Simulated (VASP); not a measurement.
A run of VASP 6.6.1 is set up as follows.

INCAR

```
SYSTEM = Sr3Mn
  PREC = Accurate
  ENCUT = 520
  EDIFF = 1E-7
  ISMEAR = 0
  SIGMA = 0.1
  LREAL = .False.
  LASPH = .True.
  NELM = 150
  ALGO = Normal
  ISIF = 2
  LWAVE = .False.
  LCHARG = .False.
  ISPIN = 2
  MAGMOM = 0 0 0 4
  LORBIT = 11
  LMAXMIX = 4
  GGA = PS
  NBANDS = 34
```

The input KPOINTS:

```
Automatic mesh
0
Gamma
  4 4 4
  0 0 0
```

File POSCAR:

```
Sr3Mn
1.0
    5.7164329198      0.0000000000      0.0000000000
    0.0000000000      5.7164329198      0.0000000000
    0.0000000000      0.0000000000      5.7164329198
Sr Mn
3 1
Direct
    0.5000000000      0.0000000000      0.5000000000
    0.5000000000      0.5000000000      0.0000000000
    0.0000000000      0.5000000000      0.5000000000
    0.0000000000      0.0000000000      0.0000000000
```

Potentials or basis: VASP PAW PBE potentials, release 64 (Sr_sv, Mn_pv).

Launch:

```console
$ cat potpaw_PBE.64/Sr_sv/POTCAR potpaw_PBE.64/Mn_pv/POTCAR > POTCAR
$ mpirun -np 1 vasp_std > vasp.out
```

Q: What does it give for the site moments?

A: Sr -0.01; Mn +4.29 μB.

Q: Estimate the net moment.

A: 4.56 μB per cell.

Q: Estimate the pressure.

A: -2.1 GPa.

Caveat: the cell differs from its parent crystal (Zn replaced by Mn, lengths x 1.014, strained); the PAW data sets were made with another functional, which shifts forces and pressure a little.
